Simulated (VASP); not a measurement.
# CeO2 (Fm-3m) in VASP: single point with LDA

Aim: the single point of CeO2 with LDA.

All numbers are computed with VASP 6.6.1; they aren't measurements. Logs are shortened: lines on timing, memory, paths and dates and some standing lists are left out, and cuts for length are marked.

### Step 1. The cell of the first run

Symmetry: Fm-3m, No. 225, cubic system. The conventional cell has a = 5.437 Å, b = 5.437 Å, c = 5.437 Å, α = 90.00°, β = 90.00°, γ = 90.00°. Ce (site symmetry m-3m) has 8 O at 2.35 Å within 3.1 Å. Within 3.1 Å of O (site symmetry -43m) lie 4 Ce at 2.35 Å and 6 O at 2.72 Å.

### Step 2. Single point, LDA

File INCAR:

```
SYSTEM = CeO2
PREC = Accurate ; ENCUT = 520
EDIFF = 1E-6 ; ISMEAR = 0
SIGMA = 0.01 ; LREAL = .FALSE.
LASPH = .TRUE. ; NELM = 60
ALGO = Normal ; ISIF = 2
LWAVE = .FALSE. ; LCHARG = .FALSE.
NBANDS = 19
```

File KPOINTS:

```
regular mesh
0
G
  8 8 8
  0 0 0
```

File POSCAR:

```
CeO2
1.0
    0.0000000000      2.7186496186      2.7186496186
    2.7186496186      0.0000000000      2.7186496186
    2.7186496186      2.7186496186      0.0000000000
Ce O
1 2
Direct
    0.0000000000      0.0000000000      0.0000000000
    0.2500000000      0.2500000000      0.2500000000
    0.7500000000      0.7500000000      0.7500000000
```

Potentials or basis: VASP PAW LDA potentials, release 64 (Ce, O).

On the command line:

```sh
$ cat potpaw_LDA.64/Ce/POTCAR potpaw_LDA.64/O/POTCAR > POTCAR
$ mpirun -np 1 vasp_std > vasp.out
```

OUTCAR:

```text
SYSTEM = CeO2
   PREC = Accurate
   ENCUT = 520
   EDIFF = 1E-6
   ISMEAR = 0
   LREAL = .FALSE.
   LASPH = .TRUE.
   NELM = 60
   ISIF = 2

 ion  position               nearest neighbor table
   1  0.000  0.000  0.000-   3 2.35   3 2.35   3 2.35   2 2.35   3 2.35   2 2.35   2 2.35   2 2.35

   2  0.250  0.250  0.250-   1 2.35   1 2.35   1 2.35   1 2.35
   3  0.750  0.750  0.750-   1 2.35   1 2.35   1 2.35   1 2.35

  LATTYP: Found a face centered cubic cell.
 ALAT       =     5.4372992372

  Lattice vectors:

 A1 = (   0.0000000000,   2.7186496186,   2.7186496186)
 A2 = (   2.7186496186,   0.0000000000,   2.7186496186)
 A3 = (   2.7186496186,   2.7186496186,   0.0000000000)

Analysis of symmetry for initial positions (statically):
=====================================================================
 Subroutine PRICEL returns:
 Original cell was already a primitive cell.

 Routine SETGRP: Setting up the symmetry group for a
 face centered cubic supercell.

 Subroutine GETGRP returns: Found 48 space group operations
 (whereof 48 operations were pure point group operations)
 out of a pool of 48 trial point group operations.

The static configuration has the point symmetry O_h .

Analysis of symmetry for dynamics (positions and initial velocities):
=====================================================================
 Subroutine PRICEL returns:
 Original cell was already a primitive cell.

 Routine SETGRP: Setting up the symmetry group for a
 face centered cubic supercell.

 Subroutine GETGRP returns: Found 48 space group operations
 (whereof 48 operations were pure point group operations)
 out of a pool of 48 trial point group operations.

The dynamic configuration has the point symmetry O_h .

 Subroutine INISYM returns: Found 48 space group operations
 (whereof 48 operations are pure point group operations),
 and found     1 'primitive' translations

----------------------------------------------------------------------------------------

                                     Primitive cell

  volume of cell :      40.1874

  direct lattice vectors                    reciprocal lattice vectors
     0.000000000  2.718649619  2.718649619    -0.183914836  0.183914836  0.183914836
     2.718649619  0.000000000  2.718649619     0.183914836 -0.183914836  0.183914836
     2.718649619  2.718649619  0.000000000     0.183914836  0.183914836 -0.183914836

  length of vectors
     3.844751162  3.844751162  3.844751162     0.318549841  0.318549841  0.318549841

  position of ions in fractional coordinates (direct lattice)
     0.000000000  0.000000000  0.000000000
     0.250000000  0.250000000  0.250000000
     0.750000000  0.750000000  0.750000000

  ion indices of the primitive-cell ions
   primitive index   ion index
                 1           1
                 2           2
                 3           3

----------------------------------------------------------------------------------------

 KPOINTS: regular mesh

Automatic generation of k-mesh.
 Grid dimensions read from file:
 generate k-points for:    8    8    8

 Generating k-lattice:

  Cartesian coordinates                     Fractional coordinates (reciprocal lattice)
    -0.022989355  0.022989355  0.022989355     0.125000000  0.000000000  0.000000000
     0.022989355 -0.022989355  0.022989355     0.000000000  0.125000000  0.000000000
     0.022989355  0.022989355 -0.022989355     0.000000000  0.000000000  0.125000000

  Length of vectors
     0.039818730  0.039818730  0.039818730

  Shift w.r.t. Gamma in fractional coordinates (k-lattice)
     0.000000000  0.000000000  0.000000000

 Subroutine IBZKPT returns following result:
 ===========================================

 Found     29 irreducible k-points:

 Following reciprocal coordinates:
            Coordinates               Weight
  0.000000  0.000000  0.000000      1.000000
  0.125000  0.000000  0.000000      8.000000
  0.250000  0.000000  0.000000      8.000000
  0.375000  0.000000  0.000000      8.000000
  0.500000  0.000000  0.000000      4.000000
  0.125000  0.125000  0.000000      6.000000
[... 16 lines left out ...]
  0.500000  0.250000  0.125000     48.000000
 -0.375000  0.250000  0.125000     24.000000
 [... further k-points ...]
   k-points           NKPTS =     29   k-points in BZ     NKDIM =     29   number of bands    NBANDS=     19
   number of dos      NEDOS =    301   number of ions     NIONS =      3
   total plane-waves  NPLWV =  27000
   dimension x,y,z NGX =    30 NGY =   30 NGZ =   30
   dimension x,y,z NGXF=    60 NGYF=   60 NGZF=   60
   ions per type =               1   2
   NGX,Y,Z   is equivalent  to a cutoff of  12.97, 12.97, 12.97 a.u.
   NGXF,Y,Z  is equivalent  to a cutoff of  25.94, 25.94, 25.94 a.u.
 SYSTEM =  CeO2
   PREC   = accura    normal or accurate (medium, high low for compatibility)
   ISTART =      0    job   : 0-new  1-cont  2-samecut
   ICHARG =      2    charge: 1-file 2-atom 10-const
   ISPIN  =      1    spin polarized calculation?
   LNONCOLLINEAR =      F non collinear calculations
   LSORBIT =      F    spin-orbit coupling
   LASPH  =      T    aspherical Exc in radial PAW
   ENCUT  =  520.0 eV  38.22 Ry    6.18 a.u.   7.15  7.15  7.15*2*pi/ulx,y,z
   NELM   =     60;   NELMIN=  2; NELMDL= -5     # of ELM steps
   EDIFF  = 0.1E-05   stopping-criterion for ELM
   LREAL  =      F    real-space projection
   EDIFFG = 0.1E-04   stopping-criterion for IOM
   NSW    =      0    number of steps for IOM
   IBRION =     -1    ionic relax: 0-MD 1-quasi-New 2-CG
   NFREE  =      0    steps in history (QN), initial steepest desc. (CG)
   ISIF   =      2    stress and relaxation
   ISYM   =      2    0-nonsym 1-usesym 2-fastsym
   POTIM  = 0.5000    time-step for ionic-motion
   TEBEG  =    0.0;   TEEND  =   0.0 temperature during run
   PSTRESS=    0.0 pullay stress
   NELECT =      24.0000    total number of electrons
   NUPDOWN=      -1.0000    fix difference up-down
   EMIN   =  10.00;   EMAX   =-10.00  energy-range for DOS
   EFERMI =   0.00;   METHOD = LEGACY
   ISMEAR =     0;   SIGMA  =   0.01  broadening in eV -4-tet -1-fermi 0-gaus
   EFERMI_NEDOS =   21; number of points for ismear=-14 and -15
   IALGO  =     38    algorithm
   IMIX   =      4    mixing-type and parameters
     AMIX     =   0.40;   BMIX     =  1.00
     AMIX_MAG =   1.60;   BMIX_MAG =  1.00
  volume/ion in A,a.u.               =      13.40        90.40
  Fermi-wavevector in a.u.,A,eV,Ry     =   1.378633  2.605239 25.859627  1.900629
  Thomas-Fermi vector in A             =   2.503677
   LORBIT       =      0    0 simple, 1 ext, 2 COOP (PROOUT), +10 PAW based schemes
   GGA     = CA    functional components
   LHFCALC =     F    Hartree Fock is set to
   AEXX    =    0.0000 exact exchange contribution
   IVDW    =     0    specifies the selected vdW correction
   LEPSILON=     F    determine dielectric tensor
   LRPA    =     F    only Hartree local field effects (RPA)
 non-spin polarized calculation
 Gauss-broadening in eV      SIGMA  =   0.01
  energy-cutoff  :      520.00
  volume of cell :       40.19
 maximum number of plane-waves:      1106
 NGX is ok and might be reduce to    30
   NGX = 15   NGY = 15   NGZ = 15

 number of electron      23.9999991 magnetization

 Free energy of the ion-electron system (eV)
  ---------------------------------------------------
  ext. energy  EPLUGINS =         0.00000000
  ---------------------------------------------------
  free energy    TOTEN  =       -28.81564661 eV

  energy without entropy =      -28.81564661  energy(sigma->0) =      -28.81564661

 E-fermi :   4.9148     XC(G=0): -11.7392

 val. band max:        4.8129248105   @ k =  -0.2500   0.2500   0.0000
 cond. band min:       6.6438646546   @ k =   0.5000   0.0000   0.0000
 fundamental gap:      1.8309398441
 Fermi energy:         4.9147655735

 k-point     1 :       0.0000    0.0000    0.0000
  band No.  band energies     occupation
      1     -27.3758      2.00000
      2     -11.1767      2.00000
      3     -10.1758      2.00000
      4      -9.6100      2.00000
      5      -9.6100      2.00000
      6      -9.6100      2.00000
[... 11 lines left out ...]
     18       7.6262      0.00000
     19       7.6262      0.00000

 k-point     2 :       0.1250    0.0000    0.0000
  band No.  band energies     occupation
      1     -27.3468      2.00000
      2     -11.7336      2.00000
      3     -10.3062      2.00000
      4      -9.6472      2.00000
      5      -9.6472      2.00000
      6      -9.0232      2.00000
[... 11 lines left out ...]
     18       7.5346      0.00000
     19       7.5346      0.00000

 k-point     3 :       0.2500    0.0000    0.0000
  band No.  band energies     occupation
      1     -27.2755      2.00000
      2     -12.5477      2.00000
      3     -10.6223      2.00000
      4      -9.7344      2.00000
      5      -9.7344      2.00000
      6      -8.0926      2.00000
[... 11 lines left out ...]
     18       7.4284      0.00000
     19       7.4284      0.00000

 k-point     4 :       0.3750    0.0000    0.0000
  band No.  band energies     occupation
      1     -27.2020      2.00000
      2     -13.1396      2.00000
      3     -10.9021      2.00000
      4      -9.8183      2.00000
      5      -9.8183      2.00000
      6      -7.3667      2.00000
[... 407 lines left out ...]
     18       7.2736      0.00000
     19       7.4253      0.00000

 k-point    23 :       0.5000    0.2500    0.1250
  band No.  band energies     occupation
      1     -27.1617      2.00000
      2     -13.0697      2.00000
      3     -11.9543      2.00000
      4      -9.9600      2.00000
      5      -8.7205      2.00000
      6      -7.5572      2.00000
[... 11 lines left out ...]
     18       7.2531      0.00000
     19       7.5700      0.00000

 k-point    24 :      -0.3750    0.2500    0.1250
  band No.  band energies     occupation
      1     -27.1367      2.00000
      2     -13.1318      2.00000
      3     -12.2099      2.00000
      4     -10.0027      2.00000
      5      -8.5410      2.00000
      6      -7.4734      2.00000
[... 11 lines left out ...]
     18       7.2442      0.00000
     19       7.6605      0.00000

 [... further k-points ...]

------------------------ aborting loop because EDIFF is reached ----------------------------------------

  FORCE on cell =-STRESS in cart. coord.  units (eV):
  Direction    XX          YY          ZZ          XY          YZ          ZX
  --------------------------------------------------------------------------------------
  -------------------------------------------------------------------------------------
  Total       -1.9110867     -1.9110867     -1.9110867      0.0000000     -0.0000000      0.0000000
  in kB      -76.1905755    -76.1905755    -76.1905755      0.0000000     -0.0000000      0.0000000
  external PRESSURE =     -76.1905755 kB  Pullay stress =       0.0000000 kB

 VOLUME and BASIS-vectors are now :
 -----------------------------------------------------------------------------
  energy-cutoff  :      520.00
  volume of cell :       40.19
      direct lattice vectors                 reciprocal lattice vectors
     0.000000000  2.718649619  2.718649619    -0.183914836  0.183914836  0.183914836
     2.718649619  0.000000000  2.718649619     0.183914836 -0.183914836  0.183914836
     2.718649619  2.718649619  0.000000000     0.183914836  0.183914836 -0.183914836

 POSITION                                       TOTAL-FORCE (eV/Angst)
 -----------------------------------------------------------------------------------
      0.00000      0.00000      0.00000        -0.000000     -0.000000      0.000000
      1.35932      1.35932      1.35932         0.000000      0.000000     -0.000000
      4.07797      4.07797      4.07797        -0.000000     -0.000000      0.000000
 -----------------------------------------------------------------------------------
    total drift:                                0.000000     -0.000000      0.000000

  FREE ENERGIE OF THE ION-ELECTRON SYSTEM (eV)
  ---------------------------------------------------
  free  energy   TOTEN  =       -28.8156466053 eV

  energy  without entropy=      -28.8156466053  energy(sigma->0) =      -28.81564661
```

Wall time 1.7 min (1 thread of Intel Xeon Platinum 8259CL at 2.50GHz (Skylake/Cascade Lake), shared host); peak memory 0.17 GiB.

Results:

* Free energy: -28.8156 eV
* Pressure: -7.6 GPa
* Band gap on the k mesh: 1.83 eV (least direct gap 1.93 eV)

Caveat: the cell stands under tension; spin-orbit coupling is left out, which moves the levels of the heavy elements. A k mesh can miss the band edges.
